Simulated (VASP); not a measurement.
# Au: single point with PBE

The system is Au.

```
Au
1.0
     0.00000    2.07915    2.07915
     2.07915    0.00000    2.07915
     2.07915    2.07915    0.00000
Au
1
Cartesian
  0.0000 0.0000 0.0000
```

* Program: VASP 6.6.1
* Task: single point
* Functional: PBE
* Potentials or basis: VASP PAW PBE potentials, release 64 (Au)
* Cutoff: 520 eV
* k mesh: 20 × 20 × 20
* Occupations: fermi-dirac, width 0.15 eV
* Spin: no spin polarisation
* Dipole correction: no
* Further INCAR settings: ALGO = Fast; EDIFF = 1e-06; NBANDS = 12

```json
{"Pressure": "-0.2 GPa"}
```

Levels at points of the mesh, in eV from the Fermi level:
| k point | band 2 | band 3 | band 4 | band 5 | band 6 | band 7 | band 8 | band 9 | band 10 | band 11 |
| --- | --- | --- | --- | --- | --- | --- | --- | --- | --- | --- |
| (0.00, 0.00, 0.00) | -4.42 | -4.42 | -4.42 | -3.04 | -3.04 | 14.58 | 18.27 | 18.27 | 18.27 | 23.01 |
| (0.50, 0.00, 0.00) | -4.45 | -4.45 | -1.95 | -1.95 | -0.71 | 2.79 | 14.02 | 16.72 | 16.72 | 24.13 |
| (0.50, 0.50, 0.00) | -6.30 | -1.99 | -1.66 | -1.66 | 1.17 | 5.35 | 9.85 | 9.85 | 16.63 | 19.09 |

Wall time 30 s on 1 thread of Intel(R) Xeon(R) Platinum 8259CL CPU @ 2.50GHz (Skylake/Cascade Lake) (shared host), peak memory 0.18 GiB.

Caveat: spin-orbit coupling is left out, which moves the levels of the heavy elements.
